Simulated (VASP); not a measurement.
# Pd: single point with r2SCAN

Crystal: Pd.

```
Pd
1.0
     0.00000    1.94490    2.04215
     1.94490    0.00000    2.04215
     1.94490    1.94490    0.00000
Pd
1
Direct
  0.00000 0.00000 0.00000
```

This cell differs from its parent crystal: strain +0.000 along x and y, +0.050 along z.

```
Program             : VASP 6.6.1
Task                : single point
Functional          : r2SCAN
Potentials or basis : VASP PAW PBE potentials, release 64 (Pd)
Cutoff              : 520 eV
k mesh              : 20 × 20 × 20
Occupations         : gaussian, width 0.15 eV
Spin                : no spin polarisation
```

```yaml
Pressure: -5.1 GPa
Band_gap_on_the_k_mesh: zero (bands 5 and 6 overlap by 1.72 eV)
```

Stress tensor (GPa, compression positive):
```
-4.34  0.00  0.00
 0.00 -4.34  0.00
 0.00  0.00 -6.51
```

Levels at points of the mesh, in eV from the Fermi level:
```
           k point  band 2  band 3  band 4  band 5  band 6  band 7  band 8  band 9
(0.00, 0.00, 0.00)   -3.00   -2.55   -2.55   -1.45   -1.00   18.02   22.00   22.63
(0.50, 0.00, 0.00)   -2.97   -2.57   -0.14    0.06    1.40    7.35   17.26   21.23
(0.50, 0.50, 0.00)   -4.90   -0.09    0.26    0.26    3.05    9.96   14.29   14.29
(0.50, 0.00, 0.50)   -4.87   -0.11    0.11    0.46    3.99   11.27   13.26   13.48
```

It took 5.2 min on 1 thread of Intel Xeon 8259CL, on a shared host, peak memory 0.23 GiB.

Caveat: the cell differs from its parent crystal (strain +0.000 along x and y, +0.050 along z); the cell stands under tension; the PAW data sets were made with another functional, which shifts forces and pressure a little.
